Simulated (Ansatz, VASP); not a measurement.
**Two plane-wave programs on ScNb2O3**

File INCAR:

```
SYSTEM = ScNb2O3
  PREC = Accurate
  ENCUT = 600
  EDIFF = 1E-6
  ISMEAR = 0
  SIGMA = 0.1
  LREAL = .FALSE.
  LASPH = .TRUE.
  NELM = 100
  ALGO = Normal
  ISIF = 3
  LWAVE = .FALSE.
  LCHARG = .FALSE.
  GGA = PE
  IBRION = 2
  NSW = 100
  EDIFFG = -0.01
```

KPOINTS

```
regular mesh
0
G
  12 12 4
  0 0 0
```

Contents of POSCAR:

```
ScNb2O3
1.0
    2.9812288573      0.0000000000      0.0000000000
    0.0000000000      2.9812288573      0.0000000000
    0.0000000000      0.0000000000      9.0405413415
Sc Nb O
1 2 3
Direct
    0.0000000000      0.0000000000      0.0000000000
    0.0000000000      0.5000000000      0.6552968738
    0.5000000000      0.0000000000      0.3447031262
    0.0000000000      0.5000000000      0.4084570912
    0.5000000000      0.0000000000      0.5915429088
    0.5000000000      0.5000000000      0.0000000000
```

Input for Ansatz:

```yaml
crystal:
  lattice:
    - [2.9812288573, 0.0, 0.0]
    - [0.0, 2.9812288573, 0.0]
    - [0.0, 0.0, 9.0405413415]
  atoms:
    - { symbol: Sc, position: [0.0, 0.0, 0.0] }
    - { symbol: Nb, position: [0.0, 0.5, 0.6552968738] }
    - { symbol: Nb, position: [0.5, 0.0, 0.3447031262] }
    - { symbol: O, position: [0.0, 0.5, 0.4084570912] }
    - { symbol: O, position: [0.5, 0.0, 0.5915429088] }
    - { symbol: O, position: [0.5, 0.5, 0.0] }
basis:
  ecutwfc: 420
kpoints:
  mp_grid: { grid: [12, 12, 4] }
hamiltonian:
  xc: pbe
scf:
  occupations: { method: gaussian, width: 0.1 }
output:
  forces: true
  stress: true
  eigenvalues: true
relax:
  adjacent_minimum: "off"
  f_tol: 0.01
  max_steps: 80
  cell: { stress_tol: 0.05 }
```

Change from the starting cell: species swapped into the Ti2CuSb3 type (P-4m2, No. 115).

Alike in both runs: task relaxation of cell and atoms; functional PBE; k mesh 12 × 12 × 4; occupations gaussian, width 0.1 eV; no spin polarisation.

|  | VASP | Ansatz |
| --- | --- | --- |
| version | VASP 6.6.1 | Ansatz 0.2.0 |
| potentials or method | VASP PAW PBE potentials, release 64 (Sc_sv, Nb_sv, O), cutoff 600 eV | scalar-relativistic, plane waves, PAW |
| valence electrons in the cell | 55 | 55 |

```csv
,VASP,Ansatz,Ansatz less VASP
"gap on the k mesh at the Fermi level, each at its own relaxed structure (eV)",none,none,-
relaxed volume (Å³/atom),13.40,13.43,+0.033
relaxed cell length with the largest relative difference (Å),9.046,9.083,+0.0370
```

A gap of «none» marks a metal or a gap that the smearing closes.
